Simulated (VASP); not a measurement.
SiC: single point with PBE

The system is SiC.

```
CELL_PARAMETERS angstrom
3.08585 0.00000 0.00000
-1.54292 2.67242 0.00000
0.00000 0.00000 7.05781
ATOMIC_POSITIONS crystal
Si 0.00000 0.50000 0.16667
Si 0.50000 0.50000 0.83333
Si 0.50000 0.00000 0.50000
C 0.50000 0.50000 0.33333
C 0.50000 0.00000 0.00000
C 0.00000 0.50000 0.66667
```

```
Program             : VASP 6.6.1
Task                : single point
Functional          : PBE
Potentials or basis : VASP PAW PBE potentials, release 64 (Si, C)
Cutoff              : 520 eV
k mesh              : 6 × 6 × 4
Occupations         : gaussian, width 0.1 eV
Spin                : no spin polarisation
```

* Pressure: 0.1 GPa
* Band gap on the k mesh: 0.88 eV, indirect (least direct gap 3.01 eV)

Levels at points of the mesh, in eV from the valence-band top:
```csv
k point,band 8,band 9,band 10,band 11,band 12,band 13,band 14,band 15,band 16,band 17
"(0.00, 0.00, 0.00)",-1.65,-0.33,-0.33,-0.17,0.00,3.36,3.36,4.18,5.96,5.96
"(0.50, 0.00, 0.00)",-3.65,-3.57,-2.86,-2.40,-2.13,0.88,1.63,2.65,3.13,5.88
"(0.00, 0.00, 0.50)",-2.38,-0.98,-0.34,-0.16,-0.16,2.96,4.54,4.54,5.35,6.28
"(0.50, 0.00, 0.50)",-4.75,-3.40,-2.75,-2.48,-2.03,1.92,2.72,3.46,3.50,5.46
```

Run time: 8.8 s on 1 thread of Intel(R) Xeon(R) 6975P-C (Granite Rapids), on a shared host, peak memory 0.17 GiB.

A k mesh can miss the band edges. PBE gaps usually lie below the measured ones, often by a third to a half.
